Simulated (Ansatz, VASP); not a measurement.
**Two plane-wave programs on TaSi2**

The input INCAR:

```
SYSTEM = TaSi2
  PREC = Accurate
  ENCUT = 520
  EDIFF = 1E-7
  ISMEAR = 0
  SIGMA = 0.15
  LREAL = .FALSE.
  LASPH = .TRUE.
  NELM = 60
  ALGO = Normal
  ISIF = 2
  LWAVE = .FALSE.
  LCHARG = .FALSE.
  GGA = PS
  NBANDS = 38
```

The input KPOINTS:

```
regular mesh
0
G
  12 12 6
  0 0 0
```

File POSCAR:

```
TaSi2
1.0
    4.7608595319      0.0000000000      0.0000000000
   -2.3804297659      4.1230252985      0.0000000000
    0.0000000000      0.0000000000      6.5557841497
Ta Si
3 6
Direct
    0.5272857894      0.0545715788      0.5000000000
    0.5272857894      0.4727142106      0.8333333333
   -0.0545715788      0.4727142106      0.1666666667
    0.1799321121      0.3598642242      0.5000000000
    0.8613970261      0.1386029739      0.8333333333
    0.6401357758      0.8200678879      0.1666666667
    0.8613970261      0.7227940522      0.5000000000
    0.1799321121      0.8200678879      0.8333333333
    0.2772059478      0.1386029739      0.1666666667
```

Input for Ansatz:

```yaml
crystal:
  lattice:
    - [4.7608595319, 0.0, 0.0]
    - [-2.3804297659, 4.1230252985, 0.0]
    - [0.0, 0.0, 6.5557841497]
  atoms:
    - { symbol: Ta, position: [0.5272857894, 0.0545715788, 0.5] }
    - { symbol: Ta, position: [0.5272857894, 0.4727142106, 0.8333333333] }
    - { symbol: Ta, position: [-0.0545715788, 0.4727142106, 0.1666666667] }
    - { symbol: Si, position: [0.1799321121, 0.3598642242, 0.5] }
    - { symbol: Si, position: [0.8613970261, 0.1386029739, 0.8333333333] }
    - { symbol: Si, position: [0.6401357758, 0.8200678879, 0.1666666667] }
    - { symbol: Si, position: [0.8613970261, 0.7227940522, 0.5] }
    - { symbol: Si, position: [0.1799321121, 0.8200678879, 0.8333333333] }
    - { symbol: Si, position: [0.2772059478, 0.1386029739, 0.1666666667] }
basis:
  ecutwfc: 420
kpoints:
  mp_grid: { grid: [12, 12, 6] }
hamiltonian:
  xc: pbesol
scf:
  occupations: { method: gaussian, width: 0.15 }
output:
  forces: true
  stress: true
  eigenvalues: true
```

Change from the starting cell: mode 4 (107.0 1/cm) frozen in, largest displacement +0.225 Å.

Alike in both runs: task single point; functional PBEsol; k mesh 12 × 12 × 6; occupations gaussian, width 0.15 eV; no spin polarisation.

|  | VASP | Ansatz |
| --- | --- | --- |
| version | VASP 6.6.1 | Ansatz 0.2.0 |
| potentials or method | VASP PAW PBE potentials, release 64 (Ta_pv, Si), cutoff 520 eV | scalar-relativistic, plane waves, PAW |
| valence electrons in the cell | 57 | 63 |

Ansatz gave:

- gap on the k mesh at the Fermi level (eV): none
- pressure (GPa): 1.0
- traceless stress, the component that is largest in VASP (GPa): 0.52
- rms of the force components (eV/Å): 0.629

Problem. Which values does VASP return?

Solution. gap on the k mesh at the Fermi level (eV): none; pressure (GPa): 1.3; traceless stress, the component that is largest in VASP (GPa): 0.57; rms of the force components (eV/Å): 0.629.

VASP's potentials were made for PBE, not for PBEsol. Atom by atom the forces differ by 0.002 eV/Å (rms over components). A gap of «none» marks a metal or a gap that the smearing closes. With one functional, cell and mesh, what is left measures potentials, basis and numerics. VASP's potentials hold 57 valence electrons a cell and Ansatz's 63, so a difference there can come from the potentials and not from the codes.

Spin-orbit coupling is off throughout.
